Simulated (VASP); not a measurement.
# TiB2 (Cm) in VASP: single point with PBE

Aim: the single point of TiB2 with PBE.

Everything below comes from runs of VASP 6.6.1. Logs are shortened: lines on timing, memory, paths and dates and some standing lists are left out, and cuts for length are marked.

### 1 The cell of the first run

The structure is monoclinic, space group Cm (No. 8). The conventional cell has a = 3.032 Å, b = 5.252 Å, c = 11.236 Å, α = 90.00°, β = 96.20°, γ = 90.00°. Within 3.3 Å of Ti (site symmetry m) lie 8 B at 2.38 to 3.25 Å and 7 Ti at 3.03 to 3.22 Å. Ti (site symmetry m) has 12 B at 2.38 Å and 7 Ti at 3.03 to 3.22 Å within 3.3 Å. Ti (site symmetry m) has 12 B at 2.38 Å and 8 Ti at 3.03 to 3.22 Å within 3.3 Å. Within 2.4 Å of B (site symmetry 1) lie 3 B at 1.75 Å and 3 Ti at 2.38 Å. Within 2.4 Å of B (site symmetry 1) lie 3 B at 1.75 Å and 6 Ti at 2.38 Å. B (site symmetry 1) has 3 B at 1.75 Å and 6 Ti at 2.38 Å within 2.4 Å.

### 2 Single point, PBE (the part above a cut slid along it)

File INCAR:

```
  ALGO = Normal
  EDIFF = 1E-6
  ENCUT = 520
  GGA = PE
  ISIF = 2
  ISMEAR = 0
  LASPH = True
  LCHARG = False
  LREAL = False
  LWAVE = False
  NBANDS = 37
  NELM = 80
  PREC = Accurate
  SIGMA = 0.15
```

File KPOINTS:

```
k-points
0
Gamma
  15 15 4
```

File POSCAR:

```
TiB2
1.0
   -1.5160209380     -2.6258252899      0.0000000000
    1.5160209380     -2.6258252899      0.0000000000
   -0.6064083752     -1.0503301160     11.1702647790
Ti B
3 6
Direct
   -0.3174230293      0.0000000000      0.7935575732
   -0.0865657197      0.0000000000      0.2164142992
   -0.2019943745      0.0000000000      0.5049859362
    0.6378152744      0.6666666667      0.0721284807
    0.5223866196      0.6666666667      0.3607001177
    0.4069579648      0.6666666667      0.6492717547
    0.3044819411      0.3333333333      0.0721284807
    0.1890532863      0.3333333333      0.3607001177
    0.0736246315      0.3333333333      0.6492717547
```

Potentials or basis: VASP PAW PBE potentials, release 64 (Ti_sv, B).

Launch:

```sh
$ cat potpaw_PBE.64/Ti_sv/POTCAR potpaw_PBE.64/B/POTCAR > POTCAR
$ mpirun -np 1 vasp_std > vasp.out
```

OUTCAR:

```text
EDIFF = 1E-6
   ENCUT = 520
   GGA = PE
   ISIF = 2
   ISMEAR = 0
   LASPH = True
   LREAL = False
   NELM = 80
   PREC = Accurate

 ion  position               nearest neighbor table
   1  0.683  0.000  0.794-   6 2.38   9 2.38   9 2.38   6 2.38   6 2.38   9 2.38
   2  0.913  0.000  0.216-   5 2.38   4 2.38   8 2.38   7 2.38   7 2.38   8 2.38   4 2.38   4 2.38
                             8 2.38   7 2.38   5 2.38   5 2.38
   3  0.798  0.000  0.505-   6 2.38   5 2.38   9 2.38   8 2.38   8 2.38   9 2.38   5 2.38   5 2.38
                             9 2.38   8 2.38   6 2.38   6 2.38
   4  0.638  0.667  0.072-   7 1.75   7 1.75   7 1.75   2 2.38   2 2.38   2 2.38
   5  0.522  0.667  0.361-   8 1.75   8 1.75   8 1.75   2 2.38   3 2.38   3 2.38   3 2.38   2 2.38
                             2 2.38
   6  0.407  0.667  0.649-   9 1.75   9 1.75   9 1.75   3 2.38   1 2.38   1 2.38   1 2.38   3 2.38
                             3 2.38
   7  0.304  0.333  0.072-   4 1.75   4 1.75   4 1.75   2 2.38   2 2.38   2 2.38
   8  0.189  0.333  0.361-   5 1.75   5 1.75   5 1.75   2 2.38   3 2.38   3 2.38   2 2.38   2 2.38
                             3 2.38
   9  0.074  0.333  0.649-   6 1.75   6 1.75   6 1.75   3 2.38   1 2.38   1 2.38   3 2.38   3 2.38
                             1 2.38

  LATTYP: Found a base centered monoclinic cell.
 ALAT       =     3.0320418760
 B/A-ratio  =     1.7320508076
 C/A-ratio  =     3.7057248562
 COS(beta)  =    -0.1079410953

  Lattice vectors:

 A1 = (   3.0320418760,   0.0000000000,   0.0000000000)
 A2 = (  -1.5160209380,   2.6258252899,   0.0000000000)
 A3 = (  -0.6064083752,  -1.0503301160,  11.1702647790)

Analysis of symmetry for initial positions (statically):
=====================================================================
 Subroutine PRICEL returns:
 Original cell was already a primitive cell.

 Routine SETGRP: Setting up the symmetry group for a
 base centered monoclinic supercell.

 Subroutine GETGRP returns: Found  2 space group operations
 (whereof  2 operations were pure point group operations)
 out of a pool of  4 trial point group operations.

The static configuration has the point symmetry C_1h.

Analysis of symmetry for dynamics (positions and initial velocities):
=====================================================================
 Subroutine PRICEL returns:
 Original cell was already a primitive cell.

 Routine SETGRP: Setting up the symmetry group for a
 base centered monoclinic supercell.

 Subroutine GETGRP returns: Found  2 space group operations
 (whereof  2 operations were pure point group operations)
 out of a pool of  4 trial point group operations.

The dynamic configuration has the point symmetry C_1h.

 Subroutine INISYM returns: Found  2 space group operations
 (whereof  2 operations are pure point group operations),
 and found     1 'primitive' translations

----------------------------------------------------------------------------------------

                                     Primitive cell

  volume of cell :      88.9333

  direct lattice vectors                    reciprocal lattice vectors
    -1.516020938 -2.625825290  0.000000000    -0.329810748 -0.190416324 -0.035809357
     1.516020938 -2.625825290  0.000000000     0.329810748 -0.190416324 -0.000000000
    -0.606408375 -1.050330116 11.170264779     0.000000000  0.000000000  0.089523393

  length of vectors
     3.032041876  3.032041876 11.235912945     0.382512505  0.380832649  0.089523393

  position of ions in fractional coordinates (direct lattice)
     0.682576971  1.000000000  0.793557573
     0.913434280  1.000000000  0.216414299
     0.798005625  1.000000000  0.504985936
     0.637815274  0.666666667  0.072128481
     0.522386620  0.666666667  0.360700118
     0.406957965  0.666666667  0.649271755
     0.304481941  0.333333333  0.072128481
     0.189053286  0.333333333  0.360700118
     0.073624632  0.333333333  0.649271755

  ion indices of the primitive-cell ions
   primitive index   ion index
                 1           1
                 2           2
                 3           3
                 4           4
                 5           5
                 6           6
                 7           7
                 8           8
                 9           9

----------------------------------------------------------------------------------------

 KPOINTS: k-points

Automatic generation of k-mesh.
 Grid dimensions read from file:
 generate k-points for:   15   15    4

 Generating k-lattice:

  Cartesian coordinates                     Fractional coordinates (reciprocal lattice)
    -0.021987383 -0.012694422 -0.002387290     0.066666667  0.000000000  0.000000000
     0.021987383 -0.012694422 -0.000000000     0.000000000  0.066666667 -0.000000000
     0.000000000  0.000000000  0.022380848     0.000000000  0.000000000  0.250000000

  Length of vectors
     0.025500834  0.025388843  0.022380848

  Shift w.r.t. Gamma in fractional coordinates (k-lattice)
     0.000000000  0.000000000  0.000000000

 Subroutine IBZKPT returns following result:
 ===========================================

 Found    248 irreducible k-points:

 Following reciprocal coordinates:
            Coordinates               Weight
  0.000000  0.000000  0.000000      1.000000
  0.066667  0.000000 -0.000000      4.000000
  0.133333  0.000000 -0.000000      4.000000
  0.200000  0.000000  0.000000      4.000000
  0.266667  0.000000 -0.000000      4.000000
  0.333333  0.000000  0.000000      4.000000
[... 16 lines left out ...]
  0.000000  0.133333 -0.000000      2.000000
  0.266667  0.133333 -0.000000      2.000000
 [... further k-points ...]
   k-points           NKPTS =    248   k-points in BZ     NKDIM =    248   number of bands    NBANDS=     37
   number of dos      NEDOS =    301   number of ions     NIONS =      9
   total plane-waves  NPLWV =  48384
   dimension x,y,z NGX =    24 NGY =   24 NGZ =   84
   dimension x,y,z NGXF=    48 NGYF=   48 NGZF=  168
   ions per type =               3   6
   NGX,Y,Z   is equivalent  to a cutoff of  13.16, 13.16, 12.43 a.u.
   NGXF,Y,Z  is equivalent  to a cutoff of  26.32, 26.32, 24.86 a.u.
 SYSTEM =  unknown system
   PREC   = accura    normal or accurate (medium, high low for compatibility)
   ISTART =      0    job   : 0-new  1-cont  2-samecut
   ICHARG =      2    charge: 1-file 2-atom 10-const
   ISPIN  =      1    spin polarized calculation?
   LNONCOLLINEAR =      F non collinear calculations
   LSORBIT =      F    spin-orbit coupling
   LASPH  =      T    aspherical Exc in radial PAW
   ENCUT  =  520.0 eV  38.22 Ry    6.18 a.u.   5.64  5.64 20.89*2*pi/ulx,y,z
   NELM   =     80;   NELMIN=  2; NELMDL= -5     # of ELM steps
   EDIFF  = 0.1E-05   stopping-criterion for ELM
   LREAL  =      F    real-space projection
   EDIFFG = 0.1E-04   stopping-criterion for IOM
   NSW    =      0    number of steps for IOM
   IBRION =     -1    ionic relax: 0-MD 1-quasi-New 2-CG
   NFREE  =      0    steps in history (QN), initial steepest desc. (CG)
   ISIF   =      2    stress and relaxation
   ISYM   =      2    0-nonsym 1-usesym 2-fastsym
   POTIM  = 0.5000    time-step for ionic-motion
   TEBEG  =    0.0;   TEEND  =   0.0 temperature during run
   PSTRESS=    0.0 pullay stress
   NELECT =      54.0000    total number of electrons
   NUPDOWN=      -1.0000    fix difference up-down
   EMIN   =  10.00;   EMAX   =-10.00  energy-range for DOS
   EFERMI =   0.00;   METHOD = LEGACY
   ISMEAR =     0;   SIGMA  =   0.15  broadening in eV -4-tet -1-fermi 0-gaus
   EFERMI_NEDOS =   21; number of points for ismear=-14 and -15
   IALGO  =     38    algorithm
   IMIX   =      4    mixing-type and parameters
     AMIX     =   0.40;   BMIX     =  1.00
     AMIX_MAG =   1.60;   BMIX_MAG =  1.00
  volume/ion in A,a.u.               =       9.88        66.68
  Fermi-wavevector in a.u.,A,eV,Ry     =   1.386281  2.619691 26.147334  1.921775
  Thomas-Fermi vector in A             =   2.510612
   LORBIT       =      0    0 simple, 1 ext, 2 COOP (PROOUT), +10 PAW based schemes
   GGA     = PE    functional components
   LHFCALC =     F    Hartree Fock is set to
   AEXX    =    0.0000 exact exchange contribution
   IVDW    =     0    specifies the selected vdW correction
   LEPSILON=     F    determine dielectric tensor
   LRPA    =     F    only Hartree local field effects (RPA)
 non-spin polarized calculation
 Gauss-broadening in eV      SIGMA  =   0.15
  energy-cutoff  :      520.00
  volume of cell :       88.93
 maximum number of plane-waves:      2422
   NGX = 11   NGY = 11   NGZ = 41

 number of electron      54.0000003 magnetization

 Free energy of the ion-electron system (eV)
  ---------------------------------------------------
  ext. energy  EPLUGINS =         0.00000000
  ---------------------------------------------------
  free energy    TOTEN  =       -70.18698947 eV

  energy without entropy =      -70.14770829  energy(sigma->0) =      -70.16734888

 E-fermi :   7.9803     XC(G=0): -11.8801

 val. band max:        7.9795051699   @ k =  -0.2000   0.1333   0.2500
 cond. band min:       7.9805763635   @ k =  -0.0667  -0.0000   0.2500
 fundamental gap:      0.0010711936
 Fermi energy:         7.9803444131

 k-point     1 :       0.0000    0.0000    0.0000
  band No.  band energies     occupation
      1     -49.2445      2.00000
      2     -48.8394      2.00000
      3     -48.6706      2.00000
      4     -25.6938      2.00000
      5     -25.2925      2.00000
      6     -25.2378      2.00000
[... 29 lines left out ...]
     36      10.4583      0.00000
     37      10.5163      0.00000

 k-point     2 :       0.0667    0.0000   -0.0000
  band No.  band energies     occupation
      1     -49.2424      2.00000
      2     -48.8371      2.00000
      3     -48.6683      2.00000
      4     -25.6911      2.00000
      5     -25.2890      2.00000
      6     -25.2535      2.00000
[... 872 lines left out ...]
 k-point    24 :       0.2667    0.1333   -0.0000
  band No.  band energies     occupation
      1     -49.2225      2.00000
      2     -48.8159      2.00000
      3     -48.6472      2.00000
      4     -25.6665      2.00000
      5     -25.3903      2.00000
      6     -25.2822      2.00000
[... 29 lines left out ...]
     36      10.8844      0.00000
     37      10.9233      0.00000

 [... further k-points ...]

------------------------ aborting loop because EDIFF is reached ----------------------------------------

  FORCE on cell =-STRESS in cart. coord.  units (eV):
  Direction    XX          YY          ZZ          XY          YZ          ZX
  --------------------------------------------------------------------------------------
  -------------------------------------------------------------------------------------
  Total       -1.0194520     -0.6046771     -6.7985607      0.3592056      0.2967131      0.1713074
  in kB      -18.3659282    -10.8935554   -122.4794056      6.4712647      5.3454323      3.0861866
  external PRESSURE =     -50.5796297 kB  Pullay stress =       0.0000000 kB

 VOLUME and BASIS-vectors are now :
 -----------------------------------------------------------------------------
  energy-cutoff  :      520.00
  volume of cell :       88.93
      direct lattice vectors                 reciprocal lattice vectors
    -1.516020938 -2.625825290  0.000000000    -0.329810748 -0.190416324 -0.035809357
     1.516020938 -2.625825290  0.000000000     0.329810748 -0.190416324 -0.000000000
    -0.606408375 -1.050330116 11.170264779     0.000000000  0.000000000  0.089523393

 POSITION                                       TOTAL-FORCE (eV/Angst)
 -----------------------------------------------------------------------------------
     -1.51602     -2.62583      8.86425        -0.035590     -0.061644      0.603133
     -1.51602     -2.62583      2.41741         0.010759      0.018635     -0.858727
     -1.51602     -2.62583      5.64083         0.000291      0.000504      0.024440
      0.00000     -3.50110      0.80569         0.133814     -0.040979     -0.270660
      0.00000     -3.50110      4.02912        -0.008355      0.002242      0.001912
      0.00000     -3.50110      7.25254        -0.009666      0.000221      0.384325
     -0.00000     -1.75055      0.80569        -0.102396      0.095397     -0.270660
     -0.00000     -1.75055      4.02912         0.006119     -0.006114      0.001912
     -0.00000     -1.75055      7.25254         0.005024     -0.008260      0.384325
 -----------------------------------------------------------------------------------
    total drift:                               -0.000057     -0.000099      0.000823

  FREE ENERGIE OF THE ION-ELECTRON SYSTEM (eV)
  ---------------------------------------------------
  free  energy   TOTEN  =       -70.1869894715 eV

  energy  without entropy=      -70.1477082932  energy(sigma->0) =      -70.16734888
```

Wall time 27 min (1 thread of Intel Xeon 8259CL, shared host); peak memory 0.67 GiB.

Results:

```
Free energy            : -70.1870 eV
Pressure               : -5.1 GPa
Largest force          : 0.859 eV/Å
Band gap on the k mesh : zero (bands 27 and 28 overlap by 0.61 eV)
```

Forces in eV/Å, atoms in the order of the input:
```
Ti  -0.036 -0.062  0.603
Ti   0.011  0.019 -0.859
Ti   0.000  0.001  0.024
B    0.134 -0.041 -0.271
B   -0.008  0.002  0.002
B   -0.010  0.000  0.384
B   -0.102  0.095 -0.271
B    0.006 -0.006  0.002
B    0.005 -0.008  0.384
```

Levels at points of the mesh, in eV from the Fermi level:
| k point | band 24 | band 25 | band 26 | band 27 | band 28 | band 29 | band 30 | band 31 |
| --- | --- | --- | --- | --- | --- | --- | --- | --- |
| (0.00, 0.00, 0.00) | -0.12 | -0.09 | 0.23 | 0.25 | 0.25 | 1.05 | 1.08 | 1.08 |
| (0.00, 0.00, 0.50) | -0.13 | -0.10 | 0.06 | 0.25 | 0.26 | 1.05 | 1.07 | 1.09 |

Caveat: the cell differs from its parent crystal (the part above a cut slid along it); the stress differs along the axes, from -12 to -1 GPa.
